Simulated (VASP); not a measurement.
Write the native input for VASP 6.6.1 that does the following.

```
Task                   : single point
Functional             : PBE
Potentials or basis    : VASP PAW PBE potentials, release 64 (Fe, Cu)
Cutoff                 : 520 eV
k mesh                 : 11 × 11 × 11
Occupations            : fermi-dirac, width 0.05 eV
Spin                   : collinear spin, ferromagnetic start
Starting moments       : [3.0, 0.6] μB
Dipole correction      : no
Further INCAR settings : ALGO = Normal; EDIFF = 1e-07; NBANDS = 20
```

The structure of FeCu lies in POSCAR:

```
FeCu
1.0
    0.0000000000      2.1696575300      2.1696575300
    2.1696575300      0.0000000000      2.1696575300
    2.1696575300      2.1696575300      0.0000000000
Fe Cu
1 1
Direct
    0.5000000000      0.5000000000      0.5000000000
    0.0000000000      0.0000000000      0.0000000000
```

One way to write it, as run:

INCAR

```
  ALGO = Normal
  EDIFF = 1E-7
  ENCUT = 520
  GGA = PE
  ISIF = 2
  ISMEAR = -1
  ISPIN = 2
  LASPH = True
  LCHARG = False
  LMAXMIX = 4
  LORBIT = 11
  LREAL = False
  LWAVE = False
  MAGMOM = 3 0.6
  NBANDS = 20
  NELM = 150
  PREC = Accurate
  SIGMA = 0.05
```

KPOINTS

```
k-points
0
Gamma
  11 11 11
```

Potentials or basis: VASP PAW PBE potentials, release 64 (Fe, Cu).

Command:

```sh
$ cat potpaw_PBE.64/Fe/POTCAR potpaw_PBE.64/Cu/POTCAR > POTCAR
$ mpirun -np 1 vasp_std > vasp.out
```

Results of the run:

| Item | Value |
| --- | --- |
| Pressure | 76.3 GPa |
| Net moment | 2.68 μB per cell |
| Site moments | Fe +2.46; Cu +0.20 μB |
| Valence electrons inside the program's atomic spheres | Fe 7.56; Cu 10.50 |

It took 36 s on 1 thread of Intel(R) Xeon(R) Platinum 8259CL CPU @ 2.50GHz (Skylake/Cascade Lake), with other jobs on the host, peak memory 0.17 GiB.
